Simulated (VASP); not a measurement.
# HfC (I4/mmm) in VASP: a series of runs

The runs below take HfC through single point, with PBE.

Program: VASP 6.6.1. These are calculated values, not measurements. Logs are shortened: lines on timing, memory, paths and dates and some standing lists are left out, and cuts for length are marked.

**1. The cell of the first run**

Symmetry: I4/mmm, No. 139, tetragonal system. The conventional cell has a = 3.337 Å, b = 3.337 Å, c = 4.580 Å, α = 90.00°, β = 90.00°, γ = 90.00°. Within 3.0 Å of Hf (site symmetry 4/mmm) lie 6 C at 2.29 to 2.36 Å. Within 3.0 Å of C (site symmetry 4/mmm) lie 6 Hf at 2.29 to 2.36 Å.

**2. Single point, PBE (strain +0.015 along x and y, -0.015 along z)**

Contents of INCAR:

```
  PREC = Accurate
  ENCUT = 520
  EDIFF = 1E-7
  ISMEAR = 0
  SIGMA = 0.15
  LREAL = F
  LASPH = T
  NELM = 100
  ALGO = Normal
  ISIF = 2
  LWAVE = F
  LCHARG = F
  GGA = PE
  NBANDS = 14
```

Contents of KPOINTS:

```
Automatic mesh
0
Gamma
  18 18 18
```

Contents of POSCAR:

```
HfC
1.0
    0.0000000000      2.3598750000      2.2901250000
    2.3598750000      0.0000000000      2.2901250000
    2.3598750000      2.3598750000      0.0000000000
Hf C
1 1
Direct
    0.5000000000      0.5000000000      0.5000000000
    0.0000000000      0.0000000000      0.0000000000
```

Potentials or basis: VASP PAW PBE potentials, release 64 (Hf_pv, C).

Command:

```bash
$ cat potpaw_PBE.64/Hf_pv/POTCAR potpaw_PBE.64/C/POTCAR > POTCAR
$ mpirun -np 1 vasp_std > vasp.out
```

OUTCAR:

```text
PREC = Accurate
   ENCUT = 520
   EDIFF = 1E-7
   ISMEAR = 0
   LREAL = F
   LASPH = T
   NELM = 100
   ISIF = 2
   GGA = PE

 ion  position               nearest neighbor table
   1  0.500  0.500  0.500-   2 2.29   2 2.29   2 2.36   2 2.36   2 2.36   2 2.36
   2  0.000  0.000  0.000-   1 2.29   1 2.29   1 2.36   1 2.36   1 2.36   1 2.36

  LATTYP: Found a body centered tetragonal cell.
 ALAT       =     3.3373672305
 C/A-ratio  =     1.3724141467

  Lattice vectors:

 A1 = (   0.0000000000,  -2.3598750000,  -2.2901250000)
 A2 = (   0.0000000000,   2.3598750000,  -2.2901250000)
 A3 = (   2.3598750000,   0.0000000000,   2.2901250000)

Analysis of symmetry for initial positions (statically):
=====================================================================
 Subroutine PRICEL returns:
 Original cell was already a primitive cell.

 Routine SETGRP: Setting up the symmetry group for a
 body centered tetragonal supercell.

 Subroutine GETGRP returns: Found 16 space group operations
 (whereof 16 operations were pure point group operations)
 out of a pool of 16 trial point group operations.

The static configuration has the point symmetry D_4h.

Analysis of symmetry for dynamics (positions and initial velocities):
=====================================================================
 Subroutine PRICEL returns:
 Original cell was already a primitive cell.

 Routine SETGRP: Setting up the symmetry group for a
 body centered tetragonal supercell.

 Subroutine GETGRP returns: Found 16 space group operations
 (whereof 16 operations were pure point group operations)
 out of a pool of 16 trial point group operations.

The dynamic configuration has the point symmetry D_4h.

 Subroutine INISYM returns: Found 16 space group operations
 (whereof 16 operations are pure point group operations),
 and found     1 'primitive' translations

----------------------------------------------------------------------------------------

                                     Primitive cell

  volume of cell :      25.5075

  direct lattice vectors                    reciprocal lattice vectors
     0.000000000  2.359875000  2.290125000    -0.211875629  0.211875629  0.218328694
     2.359875000  0.000000000  2.290125000     0.211875629 -0.211875629  0.218328694
     2.359875000  2.359875000  0.000000000     0.211875629  0.211875629 -0.218328694

  length of vectors
     3.288416417  3.288416417  3.337367231     0.370742475  0.370742475  0.370742475

  position of ions in fractional coordinates (direct lattice)
     0.500000000  0.500000000  0.500000000
     0.000000000  0.000000000  0.000000000
[... 89 lines left out ...]
   NUPDOWN=      -1.0000    fix difference up-down
   EMIN   =  10.00;   EMAX   =-10.00  energy-range for DOS
   EFERMI =   0.00;   METHOD = LEGACY
   ISMEAR =     0;   SIGMA  =   0.15  broadening in eV -4-tet -1-fermi 0-gaus
   EFERMI_NEDOS =   21; number of points for ismear=-14 and -15
   IALGO  =     38    algorithm
   IMIX   =      4    mixing-type and parameters
     AMIX     =   0.40;   BMIX     =  1.00
     AMIX_MAG =   1.60;   BMIX_MAG =  1.00
  volume/ion in A,a.u.               =      12.75        86.07
  Fermi-wavevector in a.u.,A,eV,Ry     =   1.340382  2.532954 24.444537  1.796623
  Thomas-Fermi vector in A             =   2.468699
   LORBIT       =      0    0 simple, 1 ext, 2 COOP (PROOUT), +10 PAW based schemes
   GGA     = PE    functional components
   LHFCALC =     F    Hartree Fock is set to
   AEXX    =    0.0000 exact exchange contribution
   IVDW    =     0    specifies the selected vdW correction
   LEPSILON=     F    determine dielectric tensor
   LRPA    =     F    only Hartree local field effects (RPA)
 non-spin polarized calculation
 Gauss-broadening in eV      SIGMA  =   0.15
  energy-cutoff  :      520.00
  volume of cell :       25.51
 maximum number of plane-waves:       700
   NGX = 13   NGY = 13   NGZ = 13

 number of electron      14.0000000 magnetization

 Free energy of the ion-electron system (eV)
  ---------------------------------------------------
  ext. energy  EPLUGINS =         0.00000000
  ---------------------------------------------------
  free energy    TOTEN  =       -21.02400641 eV

  energy without entropy =      -21.02088898  energy(sigma->0) =      -21.02244769

 E-fermi :   5.8406     XC(G=0): -12.2114

 val. band max:        5.8403037020   @ k =   0.4444  -0.0000   0.3889
 cond. band min:       5.8504044784   @ k =   0.5000   0.0000   0.5000
 fundamental gap:      0.0101007764
 Fermi energy:         5.8405723183

 k-point     1 :       0.0000    0.0000    0.0000
  band No.  band energies     occupation
      1     -23.8118      2.00000
      2     -23.8118      2.00000
      3     -23.7737      2.00000
      4      -6.3963      2.00000
      5       6.7827      0.00000
      6       6.7827      0.00000
      7       6.9339      0.00000
      8       7.1296      0.00000
      9       7.1296      0.00000
     10       7.4396      0.00000
     11       8.9903      0.00000
     12       9.2893      0.00000
     13      12.6077      0.00000
     14      16.8086      0.00000
[... 377 lines left out ...]
      1     -24.1094      2.00000
      2     -23.8419      2.00000
      3     -23.8309      2.00000
      4      -5.0747      2.00000
      5       2.9148      2.00000
      6       4.0338      2.00000
      7       4.4378      2.00000
      8       8.4077      0.00000
      9       8.6331      0.00000
     10       9.4138      0.00000
     11      12.7045      0.00000
     12      13.4347      0.00000
     13      14.6500      0.00000
     14      19.5017      0.00000

 [... further k-points ...]

------------------------ aborting loop because EDIFF is reached ----------------------------------------

  FORCE on cell =-STRESS in cart. coord.  units (eV):
  Direction    XX          YY          ZZ          XY          YZ          ZX
  --------------------------------------------------------------------------------------
  -------------------------------------------------------------------------------------
  Total       -1.1745929     -1.1745929      0.7166744      0.0000000     -0.0000000     -0.0000000
  in kB      -73.7786623    -73.7786623     45.0158358      0.0000000     -0.0000000     -0.0000000
  external PRESSURE =     -34.1804962 kB  Pullay stress =       0.0000000 kB

 VOLUME and BASIS-vectors are now :
 -----------------------------------------------------------------------------
  energy-cutoff  :      520.00
  volume of cell :       25.51
      direct lattice vectors                 reciprocal lattice vectors
     0.000000000  2.359875000  2.290125000    -0.211875629  0.211875629  0.218328694
     2.359875000  0.000000000  2.290125000     0.211875629 -0.211875629  0.218328694
     2.359875000  2.359875000  0.000000000     0.211875629  0.211875629 -0.218328694

 POSITION                                       TOTAL-FORCE (eV/Angst)
 -----------------------------------------------------------------------------------
      2.35988      2.35988      2.29013         0.000000      0.000000      0.000000
      0.00000      0.00000      0.00000         0.000000     -0.000000      0.000000
 -----------------------------------------------------------------------------------
    total drift:                                0.000000     -0.000000      0.000000

  FREE ENERGIE OF THE ION-ELECTRON SYSTEM (eV)
  ---------------------------------------------------
  free  energy   TOTEN  =       -21.0240064060 eV

  energy  without entropy=      -21.0208889768  energy(sigma->0) =      -21.02244769
```

OSZICAR:

```text
N       E                     dE             d eps       ncg     rms          rms(c)
DAV:   1     0.228729221975E+02    0.22873E+02   -0.77789E+03 13456   0.986E+02
DAV:   2    -0.226638251202E+02   -0.45537E+02   -0.42707E+02 17452   0.200E+02
DAV:   3    -0.242186865351E+02   -0.15549E+01   -0.15494E+01 16208   0.267E+01
DAV:   4    -0.242257579310E+02   -0.70714E-02   -0.70709E-02 15814   0.223E+00
DAV:   5    -0.242258029654E+02   -0.45034E-04   -0.45034E-04 16264   0.160E-01    0.557E+01
DAV:   6    -0.210984649674E+02    0.31273E+01   -0.12146E+01 14730   0.182E+01    0.401E+01
DAV:   7    -0.210404879379E+02    0.57977E-01   -0.57556E-01 16794   0.525E+00    0.248E+01
DAV:   8    -0.210316649880E+02    0.88229E-02   -0.81711E-02 15702   0.227E+00    0.669E+00
DAV:   9    -0.210242732279E+02    0.73918E-02   -0.25676E-02 15420   0.947E-01    0.210E+00
DAV:  10    -0.210240099151E+02    0.26331E-03   -0.14010E-03 16806   0.276E-01    0.123E-01
DAV:  11    -0.210240066892E+02    0.32258E-05   -0.81592E-05 15852   0.721E-02    0.340E-02
DAV:  12    -0.210240067121E+02   -0.22858E-07   -0.20847E-06 16872   0.133E-02    0.196E-02
DAV:  13    -0.210240064402E+02    0.27188E-06   -0.23038E-07 14492   0.351E-03    0.407E-03
DAV:  14    -0.210240064060E+02    0.34180E-07   -0.11764E-08 10206   0.898E-04
   1 F= -.21024006E+02 E0= -.21022448E+02  d E =-.311743E-02
```

stdout:

```text
POSCAR found type information on POSCAR HfC
 POSCAR found :  2 types and       2 ions
 scaLAPACK will be used
 LDA part: xc-table for (Slater+PW92), standard interpolation
 POSCAR, INCAR and KPOINTS ok, starting setup
 FFT: planning ... GRIDC
 FFT: planning ... GRID_SOFT
 FFT: planning ... GRID
 WAVECAR not read
 entering main loop
```

Run time: 1.9 min. Hardware: 1 thread of AMD EPYC 7R13 (Zen 3), shared host; peak memory 0.26 GiB.

What came out:

```yaml
Free_energy: -21.0240 eV
Pressure: -3.4 GPa
Band_gap_on_the_k_mesh: zero (bands 7 and 8 overlap by 1.70 eV)
```

Levels at points of the mesh, in eV from the Fermi level:
| k point | band 4 | band 5 | band 6 | band 7 | band 8 | band 9 | band 10 | band 11 |
| --- | --- | --- | --- | --- | --- | --- | --- | --- |
| (0.00, 0.00, 0.00) | -12.24 | 0.94 | 0.94 | 1.09 | 1.29 | 1.29 | 1.60 | 3.15 |
| (0.50, 0.00, 0.00) | -8.57 | -6.07 | -2.97 | -2.91 | 5.10 | 5.36 | 5.72 | 6.47 |
| (0.50, 0.50, 0.00) | -10.31 | -2.38 | -1.77 | -0.23 | -0.23 | 5.24 | 6.62 | 6.62 |
| (0.50, 0.00, 0.50) | -10.37 | -2.71 | -1.69 | -0.10 | 0.01 | 5.17 | 6.43 | 6.79 |

Caveat: the cell differs from its parent crystal (strain +0.015 along x and y, -0.015 along z); the cell stands under tension; spin-orbit coupling is left out, which moves the levels of the heavy elements.

**3. Single point, PBE (strain +0.000 along x and y, +0.030 along z)**

Contents of INCAR:

```
PREC     = Accurate       # precision mode
ENCUT    = 520            # plane-wave cutoff, eV
EDIFF    = 1E-6           # SCF threshold, eV
ISMEAR   = 0              # smearing method
SIGMA    = 0.15           # smearing width, eV
LREAL    = F              # projectors in reciprocal space
LASPH    = T              # aspherical terms in the spheres
NELM     = 100            # most SCF steps
ALGO     = Normal         # electronic algorithm
ISIF     = 2              # what is computed and relaxed
LWAVE    = F              # write WAVECAR
LCHARG   = F              # write CHGCAR
GGA      = PE             # functional
NBANDS   = 14             # bands
```

Contents of KPOINTS:

```
regular mesh
0
Gamma
  18 18 18
```

Contents of POSCAR:

```
HfC
1.0
    0.0000000000      2.3250000000      2.3947500000
    2.3250000000      0.0000000000      2.3947500000
    2.3250000000      2.3250000000      0.0000000000
Hf C
1 1
Direct
    0.5000000000      0.5000000000      0.5000000000
    0.0000000000      0.0000000000      0.0000000000
```

Potentials or basis: VASP PAW PBE potentials, release 64 (Hf_pv, C).

Command:

```bash
$ cat potpaw_PBE.64/Hf_pv/POTCAR potpaw_PBE.64/C/POTCAR > POTCAR
$ mpirun -np 1 vasp_std > vasp.out
```

Wall time 1.8 min (1 thread of AMD EPYC 7R13 (Zen 3), shared host); peak memory 0.27 GiB.

The run converged. Its results:

| Item | Value |
| --- | --- |
| Free energy | -21.0136 eV |
| Pressure | -6.7 GPa |
| Band gap on the k mesh | zero (bands 7 and 8 overlap by 1.50 eV) |

Stress tensor (GPa, compression positive):
```
 -3.38   0.00   0.00
  0.00  -3.38   0.00
  0.00   0.00 -13.33
```

Levels at points of the mesh, in eV from the Fermi level:
```csv
k point,band 5,band 6,band 7,band 8,band 9,band 10
"(0.00, 0.00, 0.00)",0.89,1.03,1.03,1.18,1.49,1.49
"(0.50, 0.00, 0.00)",-6.01,-2.92,-2.86,5.04,5.25,5.62
"(0.50, 0.50, 0.00)",-2.81,-1.63,-0.01,-0.01,5.13,6.48
"(0.50, 0.00, 0.50)",-2.51,-1.69,-0.23,-0.14,5.09,6.31
```

Caveat: the cell differs from its parent crystal (strain +0.000 along x and y, +0.030 along z); the cell stands under tension; spin-orbit coupling is left out, which moves the levels of the heavy elements.

**4. Single point, PBE (strain +0.015 along x and y, +0.000 along z)**

Contents of INCAR:

```
SYSTEM = HfC
PREC = Accurate ; ENCUT = 520
EDIFF = 1E-7 ; ISMEAR = 0
SIGMA = 0.15 ; LREAL = .FALSE.
LASPH = .TRUE. ; NELM = 80
ALGO = Normal ; ISIF = 2
LWAVE = .FALSE. ; LCHARG = .TRUE.
GGA = PE ; LELF = .TRUE.
LVHAR = .TRUE. ; NBANDS = 14
```

Contents of KPOINTS:

```
regular mesh
0
G
  18 18 18
  0 0 0
```

Contents of POSCAR:

```
HfC
1.0
    0.0000000000      2.3598750000      2.3250000000
    2.3598750000      0.0000000000      2.3250000000
    2.3598750000      2.3598750000      0.0000000000
Hf C
1 1
Direct
    0.5000000000      0.5000000000      0.5000000000
    0.0000000000      0.0000000000      0.0000000000
```

Command:

```bash
$ cat potpaw_PBE.64/Hf_pv/POTCAR potpaw_PBE.64/C/POTCAR > POTCAR
$ mpirun -np 1 vasp_std > vasp.out
```

It took 2.4 min on 1 thread of AMD EPYC 7R13 (Zen 3), shared host; peak memory 0.28 GiB.

Results (log left out):

```yaml
Free_energy: -21.0251 eV
Pressure: -7.0 GPa
Band_gap_on_the_k_mesh: zero (bands 7 and 8 overlap by 1.54 eV)
```

Stress tensor (GPa, compression positive):
```
-8.81  0.00  0.00
 0.00 -8.81  0.00
 0.00  0.00 -3.43
```

Levels at points of the mesh, in eV from the Fermi level:
| k point | band 5 | band 6 | band 7 | band 8 | band 9 | band 10 |
| --- | --- | --- | --- | --- | --- | --- |
| (0.00, 0.00, 0.00) | 0.96 | 0.96 | 1.03 | 1.33 | 1.33 | 1.48 |
| (0.50, 0.00, 0.00) | -6.00 | -2.89 | -2.87 | 5.08 | 5.21 | 5.60 |
| (0.50, 0.50, 0.00) | -2.50 | -1.69 | -0.18 | -0.18 | 5.14 | 6.50 |
| (0.50, 0.00, 0.50) | -2.66 | -1.66 | -0.12 | -0.07 | 5.12 | 6.41 |

Caveat: the cell differs from its parent crystal (strain +0.015 along x and y, +0.000 along z); the cell stands under tension; spin-orbit coupling is left out, which moves the levels of the heavy elements.

**5. Single point, PBE (strain +0.030 along x and y, +0.000 along z)**

Contents of INCAR:

```
SYSTEM = HfC
ALGO = Normal
EDIFF = 1E-6
ENCUT = 520
GGA = PE
ISIF = 2
ISMEAR = 0
LASPH = .True.
LCHARG = .False.
LREAL = .False.
LWAVE = .False.
NBANDS = 14
NELM = 100
PREC = Accurate
SIGMA = 0.15
```

Contents of KPOINTS:

```
k-points
0
Gamma
  18 18 18
  0 0 0
```

Contents of POSCAR:

```
HfC
1.0
    0.0000000000      2.3947500000      2.3250000000
    2.3947500000      0.0000000000      2.3250000000
    2.3947500000      2.3947500000      0.0000000000
Hf C
1 1
Direct
    0.5000000000      0.5000000000      0.5000000000
    0.0000000000      0.0000000000      0.0000000000
```

Command:

```bash
$ cat potpaw_PBE.64/Hf_pv/POTCAR potpaw_PBE.64/C/POTCAR > POTCAR
$ mpirun -np 1 vasp_std > vasp.out
```

Run time: 2.1 min. Hardware: 1 thread of AMD EPYC 7R13 (Zen 3), shared host; peak memory 0.29 GiB.

It converged, with:

- Free energy: -20.9658 eV
- Pressure: -12.6 GPa
- Band gap on the k mesh: zero (bands 7 and 8 overlap by 1.65 eV)

Stress tensor (GPa, compression positive):
```
-15.74   0.00   0.00
  0.00 -15.74   0.00
  0.00   0.00  -6.24
```

Levels at points of the mesh, in eV from the Fermi level:
```tsv
k point	band 3	band 4	band 5	band 6	band 7	band 8	band 9	band 10	band 11	band 12
(0.00, 0.00, 0.00)	-29.83	-12.01	0.93	0.93	1.05	1.27	1.27	1.56	3.02	3.30
(0.50, 0.00, 0.00)	-29.89	-8.60	-5.88	-2.82	-2.77	4.85	5.10	5.43	6.25	10.32
(0.50, 0.50, 0.00)	-30.08	-10.12	-2.43	-1.62	-0.26	-0.26	4.98	6.27	6.27	7.65
(0.50, 0.00, 0.50)	-30.02	-10.18	-2.73	-1.56	-0.13	-0.05	4.91	6.09	6.42	7.72
```

Caveat: the cell differs from its parent crystal (strain +0.030 along x and y, +0.000 along z); the cell stands under tension; spin-orbit coupling is left out, which moves the levels of the heavy elements.

**6. Overview**

| cell | gap on the mesh (eV) | pressure (GPa) |
| --- | --- | --- |
| a = 3.288, b = 3.288, c = 3.337 Å, angles 59.5, 59.5, 61.0°, 2 atoms | none | -3.4 |
| a = 3.338, b = 3.338, c = 3.288 Å, angles 60.5, 60.5, 59.0°, 2 atoms | none | -6.7 |
| a = 3.313, b = 3.313, c = 3.337 Å, angles 59.8, 59.8, 60.5°, 2 atoms | none | -7.0 |
| a = 3.338, b = 3.338, c = 3.387 Å, angles 59.5, 59.5, 61.0°, 2 atoms | none | -12.6 |

Alike in all rows: task single point; level PBE; potentials or basis VASP PAW PBE potentials, release 64 (Hf_pv, C); no spin polarisation; k mesh 18 × 18 × 18; cutoff (eV) 520; smearing gaussian 0.15 eV.

Caveats: the cell stands under tension; spin-orbit coupling is left out, which moves the levels of the heavy elements.

Total energies depend on the potentials used, so only differences within one code and one set of settings carry meaning.
